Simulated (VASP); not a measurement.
# SnO2 (Cassiterite) (P4_2/mnm) in VASP: further runs

SnO2 (Cassiterite) is run at these levels: PBE; tasks: single point.

All numbers are computed with VASP 6.6.1; they aren't measurements. Logs are shortened: lines on timing, memory, paths and dates and some standing lists are left out, and cuts for length are marked.

## Step 1: The cell of the first run

Symmetry: P4_2/mnm, No. 136, tetragonal system. The conventional cell has a = 4.540 Å, b = 4.540 Å, c = 3.054 Å, α = 90.00°, β = 90.00°, γ = 90.00°. Within 2.6 Å of Sn (site symmetry mmm) lie 6 O at 1.97 Å. O (site symmetry m2m) has 3 Sn at 1.97 Å and 1 O at 2.48 Å within 2.6 Å.

## Step 2: Single point, PBE

Contents of INCAR:

```
SYSTEM = SnO2
PREC     = Accurate       ! precision mode
ENCUT    = 520            ! plane-wave cutoff, eV
EDIFF    = 1E-7           ! SCF threshold, eV
ISMEAR   = 0              ! smearing method
SIGMA    = 0.01           ! smearing width, eV
LREAL    = .FALSE.        ! projectors in reciprocal space
LASPH    = .TRUE.         ! aspherical terms in the spheres
NELM     = 80             ! most SCF steps
ALGO     = Normal         ! electronic algorithm
ISIF     = 2              ! what is computed and relaxed
LWAVE    = .FALSE.        ! write WAVECAR
LCHARG   = .TRUE.         ! write CHGCAR
GGA      = PE             ! functional
LELF     = .TRUE.         ! ELF
LVHAR    = .TRUE.       
NBANDS   = 35             ! bands
```

Contents of KPOINTS:

```
regular mesh
0
G
  4 4 6
  0 0 0
```

Contents of POSCAR:

```
SnO2
1.0
    4.5403494566      0.0000000000      0.0000000000
    0.0000000000      4.5403494566      0.0000000000
    0.0000000000      0.0000000000      3.0535718749
Sn O
2 4
Direct
    0.0000000000      0.0000000000      0.0000000000
    0.5000000000      0.5000000000      0.5000000000
    0.3071000000      0.3071000000      0.0000000000
    0.1929000000      0.8071000000      0.5000000000
    0.6929000000      0.6929000000      0.0000000000
    0.8071000000      0.1929000000      0.5000000000
```

Potentials or basis: VASP PAW PBE potentials, release 64 (Sn_d, O).

Command:

```
> cat potpaw_PBE.64/Sn_d/POTCAR potpaw_PBE.64/O/POTCAR > POTCAR
> mpirun -np 1 vasp_std > vasp.out
```

OUTCAR:

```text
SYSTEM = SnO2
   PREC = Accurate
   ENCUT = 520
   EDIFF = 1E-7
   ISMEAR = 0
   LREAL = .FALSE.
   LASPH = .TRUE.
   NELM = 80
   ISIF = 2
   GGA = PE

 ion  position               nearest neighbor table
   1  0.000  0.000  0.000-   4 1.97   6 1.97   4 1.97   6 1.97   5 1.97   3 1.97   2 3.56   2 3.56
                             2 3.56   2 3.56   2 3.56   2 3.56   2 3.56   2 3.56
   2  0.500  0.500  0.500-   3 1.97   5 1.97   3 1.97   5 1.97   4 1.97   6 1.97   1 3.56   1 3.56
                             1 3.56   1 3.56   1 3.56   1 3.56   1 3.56   1 3.56
   3  0.307  0.307  0.000-   2 1.97   2 1.97   1 1.97
   4  0.193  0.807  0.500-   1 1.97   1 1.97   2 1.97
   5  0.693  0.693  0.000-   2 1.97   2 1.97   1 1.97
   6  0.807  0.193  0.500-   1 1.97   1 1.97   2 1.97

  LATTYP: Found a simple tetragonal cell.
 ALAT       =     4.5403494566
 C/A-ratio  =     0.6725411566

  Lattice vectors:

 A1 = (   4.5403494566,   0.0000000000,   0.0000000000)
 A2 = (   0.0000000000,   4.5403494566,   0.0000000000)
 A3 = (   0.0000000000,   0.0000000000,   3.0535718749)

Analysis of symmetry for initial positions (statically):
=====================================================================
 Subroutine PRICEL returns:
 Original cell was already a primitive cell.

 Routine SETGRP: Setting up the symmetry group for a
 simple tetragonal supercell.

 Subroutine GETGRP returns: Found 16 space group operations
 (whereof  8 operations were pure point group operations)
 out of a pool of 16 trial point group operations.

The static configuration has the point symmetry D_2h.
 The point group associated with its full space group is D_4h.

Analysis of symmetry for dynamics (positions and initial velocities):
=====================================================================
 Subroutine PRICEL returns:
 Original cell was already a primitive cell.

 Routine SETGRP: Setting up the symmetry group for a
 simple tetragonal supercell.

 Subroutine GETGRP returns: Found 16 space group operations
 (whereof  8 operations were pure point group operations)
 out of a pool of 16 trial point group operations.

The dynamic configuration has the point symmetry D_2h.
 The point group associated with its full space group is D_4h.

[... 103 lines left out ...]
   ENCUT  =  520.0 eV  38.22 Ry    6.18 a.u.   8.44  8.44  5.68*2*pi/ulx,y,z
   NELM   =     80;   NELMIN=  2; NELMDL= -5     # of ELM steps
   EDIFF  = 0.1E-06   stopping-criterion for ELM
   LREAL  =      F    real-space projection
   EDIFFG = 0.1E-05   stopping-criterion for IOM
   NSW    =      0    number of steps for IOM
   IBRION =     -1    ionic relax: 0-MD 1-quasi-New 2-CG
   NFREE  =      0    steps in history (QN), initial steepest desc. (CG)
   ISIF   =      2    stress and relaxation
   ISYM   =      2    0-nonsym 1-usesym 2-fastsym
   POTIM  = 0.5000    time-step for ionic-motion
   TEBEG  =    0.0;   TEEND  =   0.0 temperature during run
   PSTRESS=    0.0 pullay stress
   NELECT =      52.0000    total number of electrons
   NUPDOWN=      -1.0000    fix difference up-down
   EMIN   =  10.00;   EMAX   =-10.00  energy-range for DOS
   EFERMI =   0.00;   METHOD = LEGACY
   ISMEAR =     0;   SIGMA  =   0.01  broadening in eV -4-tet -1-fermi 0-gaus
   EFERMI_NEDOS =   21; number of points for ismear=-14 and -15
   IALGO  =     38    algorithm
   IMIX   =      4    mixing-type and parameters
     AMIX     =   0.40;   BMIX     =  1.00
     AMIX_MAG =   1.60;   BMIX_MAG =  1.00
  volume/ion in A,a.u.               =      10.49        70.80
  Fermi-wavevector in a.u.,A,eV,Ry     =   1.536080  2.902769 32.103496  2.359540
  Thomas-Fermi vector in A             =   2.642778
   LORBIT       =      0    0 simple, 1 ext, 2 COOP (PROOUT), +10 PAW based schemes
   GGA     = PE    functional components
   LHFCALC =     F    Hartree Fock is set to
   AEXX    =    0.0000 exact exchange contribution
   IVDW    =     0    specifies the selected vdW correction
   LEPSILON=     F    determine dielectric tensor
   LRPA    =     F    only Hartree local field effects (RPA)
 non-spin polarized calculation
 Gauss-broadening in eV      SIGMA  =   0.01
  energy-cutoff  :      520.00
  volume of cell :       62.95
 maximum number of plane-waves:      1712
 NGX is ok and might be reduce to    36
   NGX = 17   NGY = 17   NGZ = 11

 number of electron      52.0000046 magnetization

 Free energy of the ion-electron system (eV)
  ---------------------------------------------------
  ext. energy  EPLUGINS =         0.00000000
  ---------------------------------------------------
  free energy    TOTEN  =       -35.55569707 eV

  energy without entropy =      -35.55569707  energy(sigma->0) =      -35.55569707

 E-fermi :   7.8317     XC(G=0): -11.9525

 val. band max:        7.7275116410   @ k =   0.0000   0.0000   0.0000
 cond. band min:      10.6119475369   @ k =   0.0000   0.0000   0.0000
 fundamental gap:      2.8844358959
 Fermi energy:         7.8316865109

 k-point     1 :       0.0000    0.0000    0.0000
  band No.  band energies     occupation
      1     -13.6968      2.00000
      2     -12.8511      2.00000
      3     -12.0277      2.00000
      4     -12.0250      2.00000
      5     -12.0124      2.00000
      6     -12.0124      2.00000
[... 901 lines left out ...]
     34      20.3764      0.00000
     35      21.7656      0.00000

------------------------ aborting loop because EDIFF is reached ----------------------------------------

  FORCE on cell =-STRESS in cart. coord.  units (eV):
  Direction    XX          YY          ZZ          XY          YZ          ZX
  --------------------------------------------------------------------------------------
  -------------------------------------------------------------------------------------
  Total       18.3912188     18.3912188     24.3931666      0.0000000      0.0000000      0.0000000
  in kB      468.0954137    468.0954137    620.8576795      0.0000000      0.0000000      0.0000000
  external PRESSURE =     519.0161689 kB  Pullay stress =       0.0000000 kB

 VOLUME and BASIS-vectors are now :
 -----------------------------------------------------------------------------
  energy-cutoff  :      520.00
  volume of cell :       62.95
      direct lattice vectors                 reciprocal lattice vectors
     4.540349457  0.000000000  0.000000000     0.220247364  0.000000000  0.000000000
     0.000000000  4.540349457  0.000000000     0.000000000  0.220247364  0.000000000
     0.000000000  0.000000000  3.053571875     0.000000000  0.000000000  0.327485332

 POSITION                                       TOTAL-FORCE (eV/Angst)
 -----------------------------------------------------------------------------------
      0.00000      0.00000      0.00000        -0.000000     -0.000000      0.000000
      2.27017      2.27017      1.52679        -0.000000     -0.000000      0.000000
      1.39434      1.39434      0.00000        -0.661156     -0.661156      0.000000
      0.87583      3.66452      1.52679         0.661156     -0.661156      0.000000
      3.14601      3.14601      0.00000         0.661156      0.661156      0.000000
      3.66452      0.87583      1.52679        -0.661156      0.661156      0.000000
 -----------------------------------------------------------------------------------
    total drift:                               -0.000000      0.000000      0.000000

  FREE ENERGIE OF THE ION-ELECTRON SYSTEM (eV)
  ---------------------------------------------------
  free  energy   TOTEN  =       -35.5556970681 eV

  energy  without entropy=      -35.5556970681  energy(sigma->0) =      -35.55569707
```

It took 54 s on 1 thread of Intel Xeon Platinum 8375C at 2.90GHz (Ice Lake), shared host; peak memory 0.19 GiB.

What came out:

- Free energy: -35.5557 eV
- Pressure: 51.9 GPa
- Largest force: 0.935 eV/Å
- Band gap on the k mesh: 2.88 eV, direct

Forces in eV/Å, atoms in the order of the input:
```
Sn   0.000  0.000  0.000
Sn   0.000  0.000  0.000
O   -0.661 -0.661  0.000
O    0.661 -0.661  0.000
O    0.661  0.661  0.000
O   -0.661  0.661  0.000
```

Stress tensor (GPa, compression positive):
```
46.81  0.00  0.00
 0.00 46.81  0.00
 0.00  0.00 62.09
```

Caveat: spin-orbit coupling is left out, which moves the levels of the heavy elements. A hybrid or GW would open this gap; PBE tends to underestimate it.

## Step 3: Single point, PBE

This run uses another cell than the first one, of 10.97 Å³/atom, 1.045 times its volume.

Contents of INCAR:

```
PREC = Accurate
ENCUT = 520
EDIFF = 1E-7
ISMEAR = 0
SIGMA = 0.01
LREAL = F
LASPH = T
NELM = 100
ALGO = Normal
ISIF = 2
LWAVE = F
LCHARG = F
GGA = PE
NBANDS = 35
```

Contents of KPOINTS:

```
regular mesh
0
Gamma
  4 4 6
```

POSCAR, as its differences from that of step 2:

```diff
@@ -2,5 +2,5 @@
 1.0
-    4.5403494566      0.0000000000      0.0000000000
-    0.0000000000      4.5403494566      0.0000000000
-    0.0000000000      0.0000000000      3.0535718749
+    4.6081258586      0.0000000000      0.0000000000
+    0.0000000000      4.6081258586      0.0000000000
+    0.0000000000      0.0000000000      3.0991542947
 Sn O
```

Potentials or basis: VASP PAW PBE potentials, release 64 (Sn_d, O).

Command:

```
> cat potpaw_PBE.64/Sn_d/POTCAR potpaw_PBE.64/O/POTCAR > POTCAR
> mpirun -np 1 vasp_std > vasp.out
```

Run time: 61 s. Hardware: 1 thread of Intel Xeon Platinum 8375C at 2.90GHz (Ice Lake), shared host; peak memory 0.19 GiB.

Results (log left out):

| Quantity | Value |
| --- | --- |
| Free energy | -36.3359 eV |
| Pressure | 35.5 GPa |
| Largest force | 0.689 eV/Å |
| Band gap on the k mesh | 2.30 eV, direct |

Forces on the atoms (eV/Å):
```
Sn   0.000  0.000  0.000
Sn   0.000  0.000  0.000
O   -0.487 -0.487  0.000
O    0.487 -0.487  0.000
O    0.487  0.487  0.000
O   -0.487  0.487  0.000
```

Stress tensor (GPa, compression positive):
```
32.03  0.00  0.00
 0.00 32.03  0.00
 0.00  0.00 42.46
```

Levels at points of the mesh, in eV from the valence-band top:
| k point | band 23 | band 24 | band 25 | band 26 | band 27 | band 28 | band 29 | band 30 |
| --- | --- | --- | --- | --- | --- | --- | --- | --- |
| (0.00, 0.00, 0.00) | -1.15 | -0.85 | -0.85 | 0.00 | 2.30 | 6.83 | 6.83 | 6.95 |
| (0.50, 0.00, 0.00) | -1.13 | -1.13 | -0.68 | -0.68 | 5.40 | 5.40 | 7.59 | 7.59 |
| (0.50, 0.50, 0.00) | -1.24 | -1.24 | -0.99 | -0.99 | 5.83 | 5.83 | 8.16 | 8.16 |
| (0.00, 0.00, 0.50) | -1.88 | -1.88 | -1.38 | -1.38 | 7.29 | 7.29 | 10.38 | 10.38 |
| (0.50, 0.00, 0.50) | -1.25 | -1.25 | -0.58 | -0.58 | 7.60 | 7.60 | 8.80 | 8.80 |
| (0.50, 0.50, 0.50) | -1.06 | -1.06 | -0.94 | -0.94 | 5.84 | 5.84 | 9.30 | 9.30 |

Caveat: spin-orbit coupling is left out, which moves the levels of the heavy elements.

## Step 4: Single point, PBE

This run uses another cell than the first one, of 11.45 Å³/atom, 1.091 times its volume.

Contents of INCAR:

```
SYSTEM = SnO2
PREC = Accurate
ENCUT = 520
EDIFF = 1E-6
ISMEAR = 0
SIGMA = 0.01
LREAL = .False.
LASPH = .True.
NELM = 60
ALGO = Normal
ISIF = 2
LWAVE = .False.
LCHARG = .False.
GGA = PE
NBANDS = 35
```

Contents of KPOINTS:

```
regular mesh
0
Gamma
  4 4 6
  0 0 0
```

POSCAR, as its differences from that of step 3:

```diff
@@ -2,5 +2,5 @@
 1.0
-    4.6081258586      0.0000000000      0.0000000000
-    0.0000000000      4.6081258586      0.0000000000
-    0.0000000000      0.0000000000      3.0991542947
+    4.6739651233      0.0000000000      0.0000000000
+    0.0000000000      4.6739651233      0.0000000000
+    0.0000000000      0.0000000000      3.1434339099
 Sn O
```

Command:

```
> cat potpaw_PBE.64/Sn_d/POTCAR potpaw_PBE.64/O/POTCAR > POTCAR
> mpirun -np 1 vasp_std > vasp.out
```

Wall time 56 s (1 thread of Intel Xeon Platinum 8375C at 2.90GHz (Ice Lake), shared host); peak memory 0.19 GiB.

The run converged. Its results:

```yaml
Free_energy: -36.8527 eV
Pressure: 22.3 GPa
Largest_force: 0.477 eV/Å
Band_gap_on_the_k_mesh: 1.76 eV, direct
```

Forces in eV/Å, atoms in the order of the input:
```
Sn   0.000  0.000  0.000
Sn   0.000  0.000  0.000
O   -0.337 -0.337  0.000
O    0.337 -0.337  0.000
O    0.337  0.337  0.000
O   -0.337  0.337  0.000
```

Stress tensor (GPa, compression positive):
```
20.14  0.00  0.00
 0.00 20.14  0.00
 0.00  0.00 26.63
```

Levels at points of the mesh, in eV from the valence-band top:
| k point | band 22 | band 23 | band 24 | band 25 | band 26 | band 27 | band 28 | band 29 | band 30 | band 31 |
| --- | --- | --- | --- | --- | --- | --- | --- | --- | --- | --- |
| (0.00, 0.00, 0.00) | -1.20 | -1.20 | -0.82 | -0.82 | 0.00 | 1.76 | 6.54 | 6.58 | 6.58 | 10.69 |
| (0.50, 0.00, 0.00) | -2.00 | -1.16 | -1.16 | -0.66 | -0.66 | 4.90 | 4.90 | 7.34 | 7.34 | 11.43 |
| (0.50, 0.50, 0.00) | -2.03 | -1.28 | -1.28 | -0.94 | -0.94 | 5.31 | 5.31 | 7.83 | 7.83 | 11.42 |
| (0.00, 0.00, 0.50) | -2.61 | -1.77 | -1.77 | -1.32 | -1.32 | 6.74 | 6.74 | 10.08 | 10.08 | 11.03 |
| (0.50, 0.00, 0.50) | -1.78 | -1.18 | -1.18 | -0.65 | -0.65 | 7.03 | 7.03 | 8.42 | 8.42 | 11.45 |
| (0.50, 0.50, 0.50) | -2.42 | -1.01 | -1.01 | -0.89 | -0.89 | 5.36 | 5.36 | 9.09 | 9.09 | 11.45 |

Caveat: spin-orbit coupling is left out, which moves the levels of the heavy elements.

## Step 5: The runs side by side

```csv
cell,gap on the mesh (eV),pressure (GPa),largest force (eV/Å)
"a = 4.540, b = 4.540, c = 3.054 Å, 6 atoms",2.88,51.9,0.94
"a = 4.608, b = 4.608, c = 3.099 Å, 6 atoms",2.30,35.5,0.69
"a = 4.674, b = 4.674, c = 3.143 Å, 6 atoms",1.76,22.3,0.48
```

Alike in all rows: task single point; level PBE; potentials or basis VASP PAW PBE potentials, release 64 (Sn_d, O); no spin polarisation; k mesh 4 × 4 × 6; cutoff (eV) 520; smearing gaussian 0.01 eV.

Caveats: spin-orbit coupling is left out, which moves the levels of the heavy elements.

Absolute energies hang on the potentials; compare differences alone.
